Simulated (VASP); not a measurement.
Here is a VASP 6.6.1 calculation.

INCAR

```
SYSTEM = Ti3Si4Ni
ALGO = Normal
EDIFF = 1E-7
ENCUT = 520
GGA = PE
ISIF = 2
ISMEAR = 0
LASPH = .True.
LCHARG = .False.
LREAL = .False.
LWAVE = .False.
NBANDS = 41
NELM = 100
PREC = Accurate
SIGMA = 0.1
```

KPOINTS

```
k-points
0
Gamma
  4 4 4
  0 0 0
```

File POSCAR:

```
Ti3Si4Ni
1.0
    4.7971570624      0.0040298683     -0.0004186589
    0.0092693675      4.8639258681      0.0041740110
    1.0915658725      0.5898745875      4.8239389819
Ti Si Ni
3 4 1
Direct
    0.3622666438      0.1757304122      0.3554045115
    0.7873536004      0.2596881073      0.6923472815
    0.6945151426      0.6536254901      0.0693741097
    0.6194664265      0.7625498164      0.5736234155
    0.8852529768      0.1319728014      0.1912154531
    0.1565601580      0.6694149053      0.3544995628
    0.2518714428      0.4219152059      0.8664320280
    0.2427136092      0.9251032613      0.8971036381
```

Potentials or basis: VASP PAW PBE potentials, release 64 (Ti_sv, Si, Ni).

The run is started by

```bash
$ cat potpaw_PBE.64/Ti_sv/POTCAR potpaw_PBE.64/Si/POTCAR potpaw_PBE.64/Ni/POTCAR > POTCAR
$ mpirun -np 1 vasp_std > vasp.out
```

(1) What does it give for the largest force?

(2) What does it give for the band gap on the k mesh?

(3) What does it give for the pressure?

Answers

(1) 0.038 eV/Å.

(2) zero (band 31 reaches 9.93 eV, above the bottom of band 32 at 9.76 eV).

(3) 0.0 GPa.
